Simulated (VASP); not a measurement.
Input of a VASP 6.6.1 run:

INCAR

```
SYSTEM = SnO2
PREC = Accurate ; ENCUT = 520
EDIFF = 1E-7 ; ISMEAR = 1
SIGMA = 0.01 ; LREAL = .False.
LASPH = .True. ; NELM = 100
ALGO = Normal ; ISIF = 2
LWAVE = .False. ; LCHARG = .False.
GGA = PE ; IVDW = 12
NBANDS = 35
```

File KPOINTS:

```
Automatic mesh
0
Gamma
  3 3 4
  0 0 0
```

POSCAR

```
SnO2
1.0
    4.7950298218      0.0000000000      0.0000000000
    0.0000000000      4.7950298218      0.0000000000
    0.0000000000      0.0000000000      3.2314785948
Sn O
2 4
Direct
    0.0000000000      0.0000000000      0.0000000000
    0.5000000000      0.5000000000      0.5000000000
    0.3062423444      0.3062423444      0.0000000000
    0.1937576556      0.8062423444      0.5000000000
    0.6937576556      0.6937576556      0.0000000000
    0.8062423444      0.1937576556      0.5000000000
```

Potentials or basis: VASP PAW PBE potentials, release 64 (Sn_d, O).

Run with:

```sh
$ cat potpaw_PBE.64/Sn_d/POTCAR potpaw_PBE.64/O/POTCAR > POTCAR
$ mpirun -np 1 vasp_std > vasp.out
```

Estimate the band gap on the k mesh.

0.81 eV, direct.

Predict the pressure.

0.3 GPa.

Estimate the largest force.

0.015 eV/Å.

Forces on the atoms (eV/Å):
```
Sn   0.000  0.000  0.000
Sn   0.000  0.000  0.000
O   -0.011 -0.011  0.000
O    0.011 -0.011  0.000
O    0.011  0.011  0.000
O   -0.011  0.011  0.000
```

Caveat: the k points lie up to 0.49 Å⁻¹ apart; three body term missing; spin-orbit coupling is left out, which moves the levels of the heavy elements. Expect the measured gap to be larger: semilocal functionals such as PBE lack the derivative discontinuity.
